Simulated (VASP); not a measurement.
# Ge3N4 (P6_3/m) in VASP: single point with PBE

Aim: the single point of Ge3N4 with PBE.

Program: VASP 6.6.1. These are calculated values, not measurements. Logs are shortened: lines on timing, memory, paths and dates and some standing lists are left out, and cuts for length are marked.

### 1 The cell of the first run

It takes space group P6_3/m (No. 176, hexagonal). The conventional cell has a = 8.205 Å, b = 8.205 Å, c = 3.056 Å, α = 90.00°, β = 90.00°, γ = 120.00°. Ge (site symmetry m) has 4 N at 1.85 to 1.87 Å within 2.4 Å. Within 2.5 Å of N (site symmetry -6) lie 3 Ge at 1.86 Å. Within 2.4 Å of N (site symmetry m) lie 3 Ge at 1.85 to 1.87 Å.

### 2 Single point, PBE (epitaxial xy strain +2.0%)

Input file INCAR:

```
SYSTEM = Ge3N4
PREC = Accurate
ENCUT = 600
EDIFF = 1E-6
ISMEAR = -1
SIGMA = 0.02
LREAL = .False.
LASPH = .True.
NELM = 120
ALGO = Normal
ISIF = 2
LWAVE = .False.
LCHARG = .True.
GGA = PE
LELF = .True.
LVHAR = .True.
NBANDS = 75
GGA_COMPAT = .False.
```

Input file KPOINTS:

```
Automatic mesh
0
Gamma
  6 6 8
  0 0 0
```

Input file POSCAR:

```
Ge3N4
1.0
    8.2048059922      0.0000000000      0.0000000000
   -4.1024029961      7.1055704224      0.0000000000
    0.0000000000      0.0000000000      3.0555903027
Ge N
6 8
Direct
    0.8253532671      0.2325956791      0.7500000000
    0.5927575880      0.8253532671      0.2500000000
    0.2325956791      0.4072424120      0.2500000000
    0.7674043209      0.5927575880      0.7500000000
    0.4072424120      0.1746467329      0.7500000000
    0.1746467329      0.7674043209      0.2500000000
    0.6666666667      0.3333333333      0.7500000000
    0.3333333333      0.6666666667      0.2500000000
    0.6686074886      0.9711023998      0.7500000000
    0.6975050888      0.6686074886      0.2500000000
    0.9711023998      0.3024949112      0.2500000000
    0.0288976002      0.6975050888      0.7500000000
    0.3313925114      0.0288976002      0.2500000000
    0.3024949112      0.3313925114      0.7500000000
```

Potentials or basis: VASP PAW PBE potentials, release 64 (Ge_d, N).

Run with:

```sh
> cat potpaw_PBE.64/Ge_d/POTCAR potpaw_PBE.64/N/POTCAR > POTCAR
> mpirun -np 1 vasp_std > vasp.out
```

OUTCAR:

```text
SYSTEM = Ge3N4
   PREC = Accurate
   ENCUT = 600
   EDIFF = 1E-6
   ISMEAR = -1
   LREAL = .False.
   LASPH = .True.
   NELM = 120
   ISIF = 2
   GGA = PE

 ion  position               nearest neighbor table
   1  0.825  0.233  0.750-  11 1.85  11 1.85   7 1.86   9 1.87
   2  0.593  0.825  0.250-   9 1.85   9 1.85   8 1.86  10 1.87
   3  0.233  0.407  0.250-  14 1.85  14 1.85   8 1.86  11 1.87
   4  0.767  0.593  0.750-  10 1.85  10 1.85   7 1.86  12 1.87
   5  0.407  0.175  0.750-  13 1.85  13 1.85   7 1.86  14 1.87
   6  0.175  0.767  0.250-  12 1.85  12 1.85   8 1.86  13 1.87
   7  0.667  0.333  0.750-   1 1.86   5 1.86   4 1.86
   8  0.333  0.667  0.250-   6 1.86   2 1.86   3 1.86
   9  0.669  0.971  0.750-   2 1.85   2 1.85   1 1.87
  10  0.698  0.669  0.250-   4 1.85   4 1.85   2 1.87
  11  0.971  0.302  0.250-   1 1.85   1 1.85   3 1.87
  12  0.029  0.698  0.750-   6 1.85   6 1.85   4 1.87
  13  0.331  0.029  0.250-   5 1.85   5 1.85   6 1.87
  14  0.302  0.331  0.750-   3 1.85   3 1.85   5 1.87

  LATTYP: Found a hexagonal cell.
 ALAT       =     8.2048059922
 C/A-ratio  =     0.3724146928

  Lattice vectors:

 A1 = (   8.2048059922,   0.0000000000,   0.0000000000)
 A2 = (  -4.1024029961,   7.1055704224,   0.0000000000)
 A3 = (   0.0000000000,   0.0000000000,   3.0555903027)

Analysis of symmetry for initial positions (statically):
=====================================================================
 Subroutine PRICEL returns:
 Original cell was already a primitive cell.

 Routine SETGRP: Setting up the symmetry group for a
 hexagonal supercell.

 Subroutine GETGRP returns: Found 12 space group operations
 (whereof  6 operations were pure point group operations)
 out of a pool of 24 trial point group operations.

The static configuration has the point symmetry S_6 .
 The point group associated with its full space group is C_6h.

Analysis of symmetry for dynamics (positions and initial velocities):
=====================================================================
 Subroutine PRICEL returns:
 Original cell was already a primitive cell.

 Routine SETGRP: Setting up the symmetry group for a
 hexagonal supercell.

 Subroutine GETGRP returns: Found 12 space group operations
 (whereof  6 operations were pure point group operations)
 out of a pool of 24 trial point group operations.

The dynamic configuration has the point symmetry S_6 .
 The point group associated with its full space group is C_6h.

 Subroutine INISYM returns: Found 12 space group operations
 (whereof  6 operations are pure point group operations),
 and found     1 'primitive' translations

----------------------------------------------------------------------------------------

                                     Primitive cell

  volume of cell :     178.1404

  direct lattice vectors                    reciprocal lattice vectors
     8.204805992  0.000000000  0.000000000     0.121879786  0.070367327  0.000000000
    -4.102402996  7.105570422  0.000000000     0.000000000  0.140734655  0.000000000
     0.000000000  0.000000000  3.055590303     0.000000000  0.000000000  0.327269006

  length of vectors
     8.204805992  8.204805992  3.055590303     0.140734655  0.140734655  0.327269006

  position of ions in fractional coordinates (direct lattice)
     0.825353267  0.232595679  0.750000000
     0.592757588  0.825353267  0.250000000
     0.232595679  0.407242412  0.250000000
     0.767404321  0.592757588  0.750000000
     0.407242412  0.174646733  0.750000000
     0.174646733  0.767404321  0.250000000
     0.666666667  0.333333333  0.750000000
     0.333333333  0.666666667  0.250000000
     0.668607489  0.971102400  0.750000000
     0.697505089  0.668607489  0.250000000
     0.971102400  0.302494911  0.250000000
     0.028897600  0.697505089  0.750000000
     0.331392511  0.028897600  0.250000000
     0.302494911  0.331392511  0.750000000

  ion indices of the primitive-cell ions
   primitive index   ion index
                 1           1
                 2           2
                 3           3
                 4           4
                 5           5
                 6           6
                 7           7
                 8           8
                 9           9
                10          10
                11          11
                12          12
                13          13
                14          14

----------------------------------------------------------------------------------------

 KPOINTS: Automatic mesh

Automatic generation of k-mesh.
 Grid dimensions read from file:
 generate k-points for:    6    6    8

 Generating k-lattice:

  Cartesian coordinates                     Fractional coordinates (reciprocal lattice)
     0.020313298  0.011727888  0.000000000     0.166666667  0.000000000  0.000000000
     0.000000000  0.023455776  0.000000000     0.000000000  0.166666667  0.000000000
     0.000000000  0.000000000  0.040908626     0.000000000  0.000000000  0.125000000

  Length of vectors
     0.023455776  0.023455776  0.040908626

  Shift w.r.t. Gamma in fractional coordinates (k-lattice)
     0.000000000  0.000000000  0.000000000

 Subroutine IBZKPT returns following result:
 ===========================================

 Found     40 irreducible k-points:

 Following reciprocal coordinates:
            Coordinates               Weight
  0.000000  0.000000  0.000000      1.000000
  0.166667  0.000000  0.000000      6.000000
  0.333333 -0.000000  0.000000      6.000000
  0.500000 -0.000000  0.000000      3.000000
  0.166667  0.166667  0.000000      6.000000
  0.333333  0.166667  0.000000      6.000000
[... 16 lines left out ...]
 -0.333333  0.500000 -0.250000     12.000000
  0.333333  0.333333  0.250000      4.000000
 [... further k-points ...]
   k-points           NKPTS =     40   k-points in BZ     NKDIM =     40   number of bands    NBANDS=     75
   number of dos      NEDOS =    301   number of ions     NIONS =     14
   total plane-waves  NPLWV = 117600
   dimension x,y,z NGX =    70 NGY =   70 NGZ =   24
   dimension x,y,z NGXF=   140 NGYF=  140 NGZF=   48
   ions per type =               6   8
   NGX,Y,Z   is equivalent  to a cutoff of  14.18, 14.18, 13.06 a.u.
   NGXF,Y,Z  is equivalent  to a cutoff of  28.37, 28.37, 26.12 a.u.
 SYSTEM =  Ge3N4
   PREC   = accura    normal or accurate (medium, high low for compatibility)
   ISTART =      0    job   : 0-new  1-cont  2-samecut
   ICHARG =      2    charge: 1-file 2-atom 10-const
   ISPIN  =      1    spin polarized calculation?
   LNONCOLLINEAR =      F non collinear calculations
   LSORBIT =      F    spin-orbit coupling
   LASPH  =      T    aspherical Exc in radial PAW
   ENCUT  =  600.0 eV  44.10 Ry    6.64 a.u.  16.39 16.39  6.10*2*pi/ulx,y,z
   NELM   =    120;   NELMIN=  2; NELMDL= -5     # of ELM steps
   EDIFF  = 0.1E-05   stopping-criterion for ELM
   LREAL  =      F    real-space projection
   EDIFFG = 0.1E-04   stopping-criterion for IOM
   NSW    =      0    number of steps for IOM
   IBRION =     -1    ionic relax: 0-MD 1-quasi-New 2-CG
   NFREE  =      0    steps in history (QN), initial steepest desc. (CG)
   ISIF   =      2    stress and relaxation
   ISYM   =      2    0-nonsym 1-usesym 2-fastsym
   POTIM  = 0.5000    time-step for ionic-motion
   TEBEG  =    0.0;   TEEND  =   0.0 temperature during run
   PSTRESS=    0.0 pullay stress
   NELECT =     124.0000    total number of electrons
   NUPDOWN=      -1.0000    fix difference up-down
   EMIN   =  10.00;   EMAX   =-10.00  energy-range for DOS
   EFERMI =   0.00;   METHOD = LEGACY
   ISMEAR =    -1;   SIGMA  =   0.02  broadening in eV -4-tet -1-fermi 0-gaus
   EFERMI_NEDOS =   21; number of points for ismear=-14 and -15
   IALGO  =     38    algorithm
   IMIX   =      4    mixing-type and parameters
     AMIX     =   0.40;   BMIX     =  1.00
     AMIX_MAG =   1.60;   BMIX_MAG =  1.00
  volume/ion in A,a.u.               =      12.72        85.87
  Fermi-wavevector in a.u.,A,eV,Ry     =   1.450868  2.741743 28.640512  2.105018
  Thomas-Fermi vector in A             =   2.568431
   LORBIT       =      0    0 simple, 1 ext, 2 COOP (PROOUT), +10 PAW based schemes
   GGA     = PE    functional components
   LHFCALC =     F    Hartree Fock is set to
   AEXX    =    0.0000 exact exchange contribution
   IVDW    =     0    specifies the selected vdW correction
   LEPSILON=     F    determine dielectric tensor
   LRPA    =     F    only Hartree local field effects (RPA)
 non-spin polarized calculation
  energy-cutoff  :      600.00
  volume of cell :      178.14
 maximum number of plane-waves:      5976
 NGX is ok and might be reduce to    70
   NGX = 33   NGY = 33   NGZ = 13

 number of electron     123.9999998 magnetization

 Free energy of the ion-electron system (eV)
  ---------------------------------------------------
  ext. energy  EPLUGINS =         0.00000000
  ---------------------------------------------------
  free energy    TOTEN  =       -94.19836566 eV

  energy without entropy =      -94.19836566  energy(sigma->0) =      -94.19836566

 E-fermi :   5.3943     XC(G=0): -10.6956

 val. band max:        4.9113517236   @ k =   0.0000   0.0000   0.0000
 cond. band min:       6.6309433851   @ k =   0.0000   0.0000   0.0000
 fundamental gap:      1.7195916615
 Fermi energy:         5.3942659528

 k-point     1 :       0.0000    0.0000    0.0000
  band No.  band energies     occupation
      1     -19.7424      2.00000
      2     -19.7163      2.00000
      3     -19.7163      2.00000
      4     -19.7070      2.00000
      5     -19.6815      2.00000
      6     -19.6815      2.00000
[... 66 lines left out ...]
     73      12.5612      0.00000
     74      12.5612      0.00000
[... 1769 lines left out ...]
     73      12.2910      0.00000
     74      12.3233      0.00000

 [... further k-points ...]

 [bands above 74 left out]

------------------------ aborting loop because EDIFF is reached ----------------------------------------

  FORCE on cell =-STRESS in cart. coord.  units (eV):
  Direction    XX          YY          ZZ          XY          YZ          ZX
  --------------------------------------------------------------------------------------
  -------------------------------------------------------------------------------------
  Total       -3.0750094     -3.0750094      6.2846723     -0.0000008      0.0000000      0.0000000
  in kB      -27.6563359    -27.6563359     56.5237328     -0.0000068      0.0000000      0.0000000
  external PRESSURE =       0.4036870 kB  Pullay stress =       0.0000000 kB

 VOLUME and BASIS-vectors are now :
 -----------------------------------------------------------------------------
  energy-cutoff  :      600.00
  volume of cell :      178.14
      direct lattice vectors                 reciprocal lattice vectors
     8.204805992  0.000000000  0.000000000     0.121879786  0.070367327  0.000000000
    -4.102402996  7.105570422  0.000000000     0.000000000  0.140734655  0.000000000
     0.000000000  0.000000000  3.055590303     0.000000000  0.000000000  0.327269006

 POSITION                                       TOTAL-FORCE (eV/Angst)
 -----------------------------------------------------------------------------------
      5.81766      1.65272      2.29169         0.031657      0.009917     -0.000000
      1.47753      5.86461      0.76390         0.007240      0.032374     -0.000000
      0.23773      2.89369      0.76390         0.024417     -0.022457     -0.000000
      3.86467      4.21188      2.29169        -0.024417      0.022457     -0.000000
      2.62487      1.24096      2.29169        -0.007240     -0.032374     -0.000000
     -1.71526      5.45285      0.76390        -0.031657     -0.009917      0.000000
      4.10240      2.36852      2.29169         0.000000      0.000000     -0.000000
     -0.00000      4.73705      0.76390        -0.000000     -0.000000      0.000000
      1.50194      6.90024      2.29169        -0.009517      0.053138      0.000000
      2.98000      4.75084      0.76390        -0.050777      0.018327     -0.000000
      6.72675      2.14940      0.76390         0.041260      0.034811      0.000000
     -2.62435      4.95617      2.29169        -0.041260     -0.034811     -0.000000
      2.60046      0.20533      0.76390         0.009517     -0.053138      0.000000
      1.12241      2.35473      2.29169         0.050777     -0.018327      0.000000
 -----------------------------------------------------------------------------------
    total drift:                               -0.000000      0.000000      0.000000

  FREE ENERGIE OF THE ION-ELECTRON SYSTEM (eV)
  ---------------------------------------------------
  free  energy   TOTEN  =       -94.1983656590 eV

  energy  without entropy=      -94.1983656590  energy(sigma->0) =      -94.19836566
```

Run time: 22 min. Hardware: 1 thread of Oxide Virtual Turin-like, shared host; peak memory 0.59 GiB.

Results:

| Quantity | Value |
| --- | --- |
| Free energy | -94.1984 eV |
| Pressure | 0.0 GPa |
| Largest force | 0.054 eV/Å |
| Band gap on the k mesh | 1.72 eV |

Forces in eV/Å, atoms in the order of the input:
```
Ge   0.032  0.010  0.000
Ge   0.007  0.032  0.000
Ge   0.024 -0.022  0.000
Ge  -0.024  0.022  0.000
Ge  -0.007 -0.032  0.000
Ge  -0.032 -0.010  0.000
N    0.000  0.000  0.000
N    0.000  0.000  0.000
N   -0.010  0.053  0.000
N   -0.051  0.018  0.000
N    0.041  0.035  0.000
N   -0.041 -0.035  0.000
N    0.010 -0.053  0.000
N    0.051 -0.018  0.000
```

Stress tensor (GPa, compression positive):
```
-2.77  0.00  0.00
 0.00 -2.77  0.00
 0.00  0.00  5.65
```

Caveat: the cell differs from its parent crystal (epitaxial xy strain +2.0%); the stress differs along the axes, from -3 to 6 GPa. A k mesh can miss the band edges.
